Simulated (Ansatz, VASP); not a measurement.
HfSiO4: VASP beside Ansatz

```
CELL_PARAMETERS angstrom
-3.28625 3.28625 2.98160
3.28625 -3.28625 2.98160
3.28625 3.28625 -2.98160
ATOMIC_POSITIONS crystal
Hf 0.00000 0.00000 0.00000
Hf 0.75000 0.25000 0.50000
Si 0.50000 0.50000 0.00000
Si 0.25000 0.75000 0.50000
O 0.68020 0.49570 0.81550
O 0.24570 0.93020 0.31550
O 0.68020 0.86470 0.18450
O 0.61470 0.93020 0.68450
O 0.06980 0.38530 0.31550
O 0.50430 0.31980 0.18450
O 0.06980 0.75430 0.68450
O 0.13530 0.31980 0.81550
```

Alike in both runs: task single point; functional PBE; k mesh 6 × 6 × 6; occupations fermi-dirac, width 0.05 eV; no spin polarisation.

```csv
,VASP,Ansatz
version,VASP 6.6.1,Ansatz 0.2.0
potentials or method,"VASP PAW PBE potentials, release 64 (Hf_pv, Si, O), cutoff 520 eV","all-electron LAPW, scalar-relativistic"
```

Ansatz gave:

```
gap on the k mesh at the Fermi level (eV)                     : 5.46
least direct gap on the mesh (eV)                             : 5.81
pressure (GPa)                                                : 7.5
traceless stress, the component that is largest in VASP (GPa) : 0.51
rms of the force components (eV/Å)                            : 0.156
```

Q: Which values does VASP return?

A: gap on the k mesh at the Fermi level (eV): 5.41; least direct gap on the mesh (eV): 5.76; pressure (GPa): 5.8; traceless stress, the component that is largest in VASP (GPa): 0.77; rms of the force components (eV/Å): 0.250.

Atom by atom the forces differ by 0.094 eV/Å (rms over components). Ansatz ran all-electron here, and VASP with PAW potentials.

Spin-orbit coupling is off throughout.
